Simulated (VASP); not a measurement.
# MgS (Imm2) in VASP: single point with PBE

Aim: the single point of MgS with PBE.

All numbers are computed with VASP 6.6.1; they aren't measurements. Logs are shortened: lines on timing, memory, paths and dates and some standing lists are left out, and cuts for length are marked.

### Step 1. The cell of the first run

It takes space group Imm2 (No. 44, orthorhombic). Conventional cell: a = 4.007 Å, b = 4.007 Å, c = 5.666 Å, α = 90.00°, β = 90.00°, γ = 90.00°. Within 3.0 Å of Mg (site symmetry mm2) lie 4 S at 2.26 to 2.69 Å. Within 3.0 Å of S (site symmetry mm2) lie 4 Mg at 2.26 to 2.69 Å.

### Step 2. Single point, PBE (one atom moved)

The input, INCAR:

```
PREC = Accurate
ENCUT = 520
EDIFF = 1E-7
ISMEAR = 0
SIGMA = 0.02
LREAL = False
LASPH = True
NELM = 60
ALGO = Normal
ISIF = 2
LWAVE = False
LCHARG = True
GGA = PE
LELF = True
LVHAR = True
NBANDS = 11
```

The input, KPOINTS:

```
regular mesh
0
Gamma
  8 8 8
```

The input, POSCAR:

```
MgS
1.0
    0.0000000000      2.8331200468      2.8331200468
    2.8331200468      0.0000000000      2.8331200468
    2.8331200468      2.8331200468      0.0000000000
Mg S
1 1
Direct
    0.0661814526     -0.0661814526      0.0661814526
    0.7500000000      0.7500000000      0.7500000000
```

Potentials or basis: VASP PAW PBE potentials, release 64 (Mg, S).

Launch:

```sh
> cat potpaw_PBE.64/Mg/POTCAR potpaw_PBE.64/S/POTCAR > POTCAR
> mpirun -np 1 vasp_std > vasp.out
```

OUTCAR:

```text
PREC = Accurate
   ENCUT = 520
   EDIFF = 1E-7
   ISMEAR = 0
   LREAL = False
   LASPH = True
   NELM = 60
   ISIF = 2
   GGA = PE

 ion  position               nearest neighbor table
   1  0.066  0.934  0.066-   2 2.26   2 2.26   2 2.69   2 2.69
   2  0.750  0.750  0.750-   1 2.26   1 2.26   1 2.69   1 2.69

  LATTYP: Found a face centered cubic cell.
 ALAT       =     5.6662400936

  Lattice vectors:

 A1 = (   0.0000000000,   2.8331200468,   2.8331200468)
 A2 = (   2.8331200468,   0.0000000000,   2.8331200468)
 A3 = (   2.8331200468,   2.8331200468,   0.0000000000)

Analysis of symmetry for initial positions (statically):
=====================================================================
 Subroutine PRICEL returns:
 Original cell was already a primitive cell.

 Routine SETGRP: Setting up the symmetry group for a
 face centered cubic supercell.

 Subroutine GETGRP returns: Found  4 space group operations
 (whereof  4 operations were pure point group operations)
 out of a pool of 48 trial point group operations.

The static configuration has the point symmetry C_2v.

Analysis of symmetry for dynamics (positions and initial velocities):
=====================================================================
 Subroutine PRICEL returns:
 Original cell was already a primitive cell.

 Routine SETGRP: Setting up the symmetry group for a
 face centered cubic supercell.

 Subroutine GETGRP returns: Found  4 space group operations
 (whereof  4 operations were pure point group operations)
 out of a pool of 48 trial point group operations.

The dynamic configuration has the point symmetry C_2v.

 Subroutine INISYM returns: Found  4 space group operations
 (whereof  4 operations are pure point group operations),
 and found     1 'primitive' translations

----------------------------------------------------------------------------------------

                                     Primitive cell

  volume of cell :      45.4805

  direct lattice vectors                    reciprocal lattice vectors
     0.000000000  2.833120047  2.833120047    -0.176483874  0.176483874  0.176483874
     2.833120047  0.000000000  2.833120047     0.176483874 -0.176483874  0.176483874
     2.833120047  2.833120047  0.000000000     0.176483874  0.176483874 -0.176483874

  length of vectors
     4.006636794  4.006636794  4.006636794     0.305679036  0.305679036  0.305679036

  position of ions in fractional coordinates (direct lattice)
     0.066181453  0.933818547  0.066181453
     0.750000000  0.750000000  0.750000000

  ion indices of the primitive-cell ions
   primitive index   ion index
                 1           1
                 2           2

----------------------------------------------------------------------------------------

 KPOINTS: regular mesh

Automatic generation of k-mesh.
 Grid dimensions read from file:
 generate k-points for:    8    8    8

 Generating k-lattice:

  Cartesian coordinates                     Fractional coordinates (reciprocal lattice)
    -0.022060484  0.022060484  0.022060484     0.125000000  0.000000000  0.000000000
     0.022060484 -0.022060484  0.022060484     0.000000000  0.125000000  0.000000000
     0.022060484  0.022060484 -0.022060484     0.000000000  0.000000000  0.125000000

  Length of vectors
     0.038209879  0.038209879  0.038209879

  Shift w.r.t. Gamma in fractional coordinates (k-lattice)
     0.000000000  0.000000000  0.000000000

 Subroutine IBZKPT returns following result:
 ===========================================

 Found     95 irreducible k-points:

 Following reciprocal coordinates:
            Coordinates               Weight
  0.000000  0.000000  0.000000      1.000000
  0.125000  0.000000  0.000000      4.000000
  0.000000  0.125000  0.000000      4.000000
  0.250000  0.000000  0.000000      4.000000
  0.000000  0.250000  0.000000      4.000000
  0.375000  0.000000  0.000000      4.000000
[... 16 lines left out ...]
  0.500000  0.375000  0.500000      4.000000
 -0.375000  0.125000  0.000000      8.000000
 [... further k-points ...]
   k-points           NKPTS =     95   k-points in BZ     NKDIM =     95   number of bands    NBANDS=     11
   number of dos      NEDOS =    301   number of ions     NIONS =      2
   total plane-waves  NPLWV =  27000
   dimension x,y,z NGX =    30 NGY =   30 NGZ =   30
   dimension x,y,z NGXF=    60 NGYF=   60 NGZF=   60
   ions per type =               1   1
   NGX,Y,Z   is equivalent  to a cutoff of  12.45, 12.45, 12.45 a.u.
   NGXF,Y,Z  is equivalent  to a cutoff of  24.90, 24.90, 24.90 a.u.
 SYSTEM =  unknown system
   PREC   = accura    normal or accurate (medium, high low for compatibility)
   ISTART =      0    job   : 0-new  1-cont  2-samecut
   ICHARG =      2    charge: 1-file 2-atom 10-const
   ISPIN  =      1    spin polarized calculation?
   LNONCOLLINEAR =      F non collinear calculations
   LSORBIT =      F    spin-orbit coupling
   LASPH  =      T    aspherical Exc in radial PAW
   ENCUT  =  520.0 eV  38.22 Ry    6.18 a.u.   7.45  7.45  7.45*2*pi/ulx,y,z
   NELM   =     60;   NELMIN=  2; NELMDL= -5     # of ELM steps
   EDIFF  = 0.1E-06   stopping-criterion for ELM
   LREAL  =      F    real-space projection
   EDIFFG = 0.1E-05   stopping-criterion for IOM
   NSW    =      0    number of steps for IOM
   IBRION =     -1    ionic relax: 0-MD 1-quasi-New 2-CG
   NFREE  =      0    steps in history (QN), initial steepest desc. (CG)
   ISIF   =      2    stress and relaxation
   ISYM   =      2    0-nonsym 1-usesym 2-fastsym
   POTIM  = 0.5000    time-step for ionic-motion
   TEBEG  =    0.0;   TEEND  =   0.0 temperature during run
   PSTRESS=    0.0 pullay stress
   NELECT =       8.0000    total number of electrons
   NUPDOWN=      -1.0000    fix difference up-down
   EMIN   =  10.00;   EMAX   =-10.00  energy-range for DOS
   EFERMI =   0.00;   METHOD = LEGACY
   ISMEAR =     0;   SIGMA  =   0.02  broadening in eV -4-tet -1-fermi 0-gaus
   EFERMI_NEDOS =   21; number of points for ismear=-14 and -15
   IALGO  =     38    algorithm
   IMIX   =      4    mixing-type and parameters
     AMIX     =   0.40;   BMIX     =  1.00
     AMIX_MAG =   1.60;   BMIX_MAG =  1.00
  volume/ion in A,a.u.               =      22.74       153.46
  Fermi-wavevector in a.u.,A,eV,Ry     =   0.917269  1.733386 11.447692  0.841382
  Thomas-Fermi vector in A             =   2.042218
   LORBIT       =      0    0 simple, 1 ext, 2 COOP (PROOUT), +10 PAW based schemes
   GGA     = PE    functional components
   LHFCALC =     F    Hartree Fock is set to
   AEXX    =    0.0000 exact exchange contribution
   IVDW    =     0    specifies the selected vdW correction
   LEPSILON=     F    determine dielectric tensor
   LRPA    =     F    only Hartree local field effects (RPA)
 non-spin polarized calculation
 Gauss-broadening in eV      SIGMA  =   0.02
  energy-cutoff  :      520.00
  volume of cell :       45.48
 maximum number of plane-waves:      1243
 NGX is ok and might be reduce to    30
   NGX = 15   NGY = 15   NGZ = 15

 number of electron       8.0000001 magnetization

 Free energy of the ion-electron system (eV)
  ---------------------------------------------------
  ext. energy  EPLUGINS =         0.00000000
  ---------------------------------------------------
  free energy    TOTEN  =        -8.09507760 eV

  energy without entropy =       -8.09507760  energy(sigma->0) =       -8.09507760

 E-fermi :   1.5509     XC(G=0):  -8.3742

 val. band max:        1.4200844501   @ k =   0.0000   0.0000   0.0000
 cond. band min:       4.4187974933   @ k =   0.0000   0.0000   0.0000
 fundamental gap:      2.9987130432
 Fermi energy:         1.5509303075

 k-point     1 :       0.0000    0.0000    0.0000
  band No.  band energies     occupation
      1     -10.2439      2.00000
      2       0.5391      2.00000
      3       1.1256      2.00000
      4       1.4201      2.00000
      5       4.4188      0.00000
      6       9.0368      0.00000
      7       9.0670      0.00000
      8       9.1184      0.00000
      9      11.7533      0.00000
     10      12.2342      0.00000
     11      14.2304      0.00000

 k-point     2 :       0.1250    0.0000    0.0000
  band No.  band energies     occupation
      1     -10.1544      2.00000
      2       0.0211      2.00000
      3       0.9607      2.00000
      4       1.3619      2.00000
      5       5.0447      0.00000
      6       8.7231      0.00000
      7       9.1990      0.00000
      8       9.5054      0.00000
      9      11.2268      0.00000
     10      11.5628      0.00000
     11      14.1138      0.00000

 k-point     3 :       0.0000    0.1250    0.0000
  band No.  band energies     occupation
      1     -10.1607      2.00000
      2       0.4922      2.00000
      3       0.5745      2.00000
      4       1.2122      2.00000
      5       5.1053      0.00000
      6       8.7342      0.00000
      7       9.1941      0.00000
      8       9.2971      0.00000
      9      11.3863      0.00000
     10      11.8451      0.00000
     11      13.7926      0.00000

 k-point     4 :       0.2500    0.0000    0.0000
  band No.  band energies     occupation
      1      -9.9222      2.00000
      2      -1.0578      2.00000
      3       0.8011      2.00000
      4       1.2312      2.00000
      5       5.9233      0.00000
      6       8.6207      0.00000
      7       9.1176      0.00000
      8       9.8059      0.00000
      9      11.2595      0.00000
     10      11.3483      0.00000
     11      13.2672      0.00000

 k-point     5 :       0.0000    0.2500    0.0000
  band No.  band energies     occupation
      1      -9.9464      2.00000
      2      -0.5862      2.00000
      3       0.3852      2.00000
      4       1.0809      2.00000
      5       5.9557      0.00000
      6       8.7261      0.00000
      7       9.0020      0.00000
      8       9.3343      0.00000
      9      11.5049      0.00000
     10      12.1069      0.00000
     11      12.9808      0.00000
[... 211 lines left out ...]
 k-point    21 :       0.0000    0.5000    0.1250
  band No.  band energies     occupation
      1      -9.5679      2.00000
      2      -1.6813      2.00000
      3      -0.0626      2.00000
      4       0.7548      2.00000
      5       6.5484      0.00000
      6       7.8045      0.00000
      7       8.9679      0.00000
      8       9.9472      0.00000
      9      13.0720      0.00000
     10      14.2833      0.00000
     11      14.8000      0.00000

 k-point    22 :       0.1250    0.0000    0.5000
  band No.  band energies     occupation
      1      -9.5201      2.00000
      2      -2.1234      2.00000
      3       0.2450      2.00000
      4       0.9324      2.00000
      5       6.6697      0.00000
      6       7.9907      0.00000
      7       8.9570      0.00000
      8       9.9145      0.00000
      9      12.8479      0.00000
     10      14.0475      0.00000
     11      14.3917      0.00000

 k-point    23 :       0.5000    0.3750    0.5000
  band No.  band energies     occupation
      1      -9.5699      2.00000
      2      -1.7041      2.00000
      3       0.1433      2.00000
      4       0.5442      2.00000
      5       6.5349      0.00000
      6       7.7847      0.00000
      7       9.2374      0.00000
      8       9.8691      0.00000
      9      13.0249      0.00000
     10      14.3766      0.00000
     11      14.5885      0.00000

 k-point    24 :      -0.3750    0.1250    0.0000
  band No.  band energies     occupation
      1      -9.5607      2.00000
      2      -2.0176      2.00000
      3       0.3679      2.00000
      4       0.8495      2.00000
      5       6.6791      0.00000
      6       7.9331      0.00000
      7       9.2767      0.00000
      8       9.7212      0.00000
      9      12.2326      0.00000
     10      13.6172      0.00000
     11      14.7617      0.00000

 [... further k-points ...]
[... 5 lines left out ...]
  --------------------------------------------------------------------------------------
  -------------------------------------------------------------------------------------
  Total        1.6275965      0.2209651      1.6275965      0.0000000      0.0000000     -2.4795945
  in kB       57.3366611      7.7841181     57.3366611      0.0000000      0.0000000    -87.3506865
  external PRESSURE =      40.8191467 kB  Pullay stress =       0.0000000 kB

 VOLUME and BASIS-vectors are now :
 -----------------------------------------------------------------------------
  energy-cutoff  :      520.00
  volume of cell :       45.48
      direct lattice vectors                 reciprocal lattice vectors
     0.000000000  2.833120047  2.833120047    -0.176483874  0.176483874  0.176483874
     2.833120047  0.000000000  2.833120047     0.176483874 -0.176483874  0.176483874
     2.833120047  2.833120047  0.000000000     0.176483874  0.176483874 -0.176483874

 POSITION                                       TOTAL-FORCE (eV/Angst)
 -----------------------------------------------------------------------------------
      2.83312      0.37500      2.83312        -0.000000     -1.920283     -0.000000
      4.24968      4.24968      4.24968         0.000000      1.920283      0.000000
 -----------------------------------------------------------------------------------
    total drift:                               -0.000000     -0.000001     -0.000000

  FREE ENERGIE OF THE ION-ELECTRON SYSTEM (eV)
  ---------------------------------------------------
  free  energy   TOTEN  =        -8.0950775973 eV

  energy  without entropy=       -8.0950775973  energy(sigma->0) =       -8.09507760
```

Run time: 42 s. Hardware: 1 thread of Intel Xeon Platinum 8375C at 2.90GHz (Ice Lake), shared host; peak memory 0.2 GiB.

What came out:

```yaml
Free_energy: -8.0951 eV
Pressure: 4.1 GPa
Largest_force: 1.920 eV/Å
Band_gap_on_the_k_mesh: 3.00 eV, direct
```

Forces on the atoms (eV/Å):
```
Mg   0.000 -1.920  0.000
S    0.000  1.920  0.000
```

Stress tensor (GPa, compression positive):
```
 5.73  0.00 -8.74
 0.00  0.78  0.00
-8.74  0.00  5.73
```

Caveat: the cell differs from its parent crystal (one atom moved); forces of over 1 eV/Å act on the atoms, so gaps and moduli don't describe the material at rest. A k mesh can miss the band edges.
